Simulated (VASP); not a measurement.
Sb: single point with PBE

Crystal: Sb.

```xyz
6
Lattice="4.2127 -0.0094 0.0154 0.0151 6.4928 0.0422 2.0787 3.1941 7.7358" Properties=species:S:1:pos:R:3 pbc="T T T"
Sb    3.9531    4.8144    4.1778
Sb    1.8377    4.4157    6.1590
Sb    1.8783    6.3543    1.0744
Sb    3.9571    7.6698    3.7053
Sb    3.9796    4.3530    1.0691
Sb    1.8466    8.0586    5.6912
```

```json
{
  "Program": "VASP 6.6.1",
  "Task": "single point",
  "Functional": "PBE",
  "Potentials or basis": "VASP PAW PBE potentials, release 64 (Sb)",
  "Cutoff": "520 eV",
  "k mesh": "10 × 6 × 6",
  "Occupations": "gaussian, width 0.1 eV",
  "Spin": "no spin polarisation"
}
```

- Pressure: 0.1 GPa
- Largest force: 0.044 eV/Å
- Band gap on the k mesh: zero (band 15 reaches 5.87 eV, above the bottom of band 16 at 5.13 eV)

Forces in eV/Å, atoms in the order of the input:
```
Sb   0.000 -0.018 -0.028
Sb   0.001  0.014  0.036
Sb  -0.001  0.044  0.003
Sb   0.001  0.022 -0.036
Sb  -0.001 -0.043  0.003
Sb   0.000 -0.019  0.023
```

Stress tensor (GPa, compression positive):
```
 0.04  0.00  0.00
 0.00  0.10 -0.02
 0.00 -0.02  0.02
```

Levels at points of the mesh, in eV from the Fermi level:
```csv
k point,band 11,band 12,band 13,band 14,band 15,band 16,band 17,band 18,band 19,band 20
"(0.00, 0.00, 0.00)",-2.39,-1.86,-1.52,-0.80,-0.46,1.36,1.77,1.78,1.84,2.43
"(0.50, 0.00, 0.00)",-3.04,-2.78,-1.98,-1.85,-0.90,-0.37,1.14,1.38,2.05,2.75
"(0.00, 0.50, 0.00)",-1.90,-1.77,-1.23,-1.17,-0.01,0.20,1.04,1.32,1.57,1.67
"(0.50, 0.50, 0.00)",-2.57,-1.89,-1.54,-1.15,-1.05,0.51,0.58,0.82,1.65,2.07
"(0.00, 0.00, 0.50)",-2.20,-1.29,-0.75,0.10,0.36,0.38,1.23,1.25,1.33,2.13
"(0.50, 0.00, 0.50)",-3.04,-2.78,-1.98,-1.85,-0.91,-0.38,1.14,1.38,2.06,2.76
"(0.00, 0.50, 0.50)",-1.89,-1.77,-1.23,-1.17,-0.01,0.20,1.03,1.31,1.57,1.67
"(0.50, 0.50, 0.50)",-2.56,-1.89,-1.54,-1.16,-1.05,0.51,0.58,0.83,1.65,2.08
```

Run time: 9.7 min on 1 thread of Intel(R) Xeon(R) Platinum 8488C (Sapphire Rapids) (shared host), peak memory 0.77 GiB.

Caveat: spin-orbit coupling is left out, which moves the levels of the heavy elements.
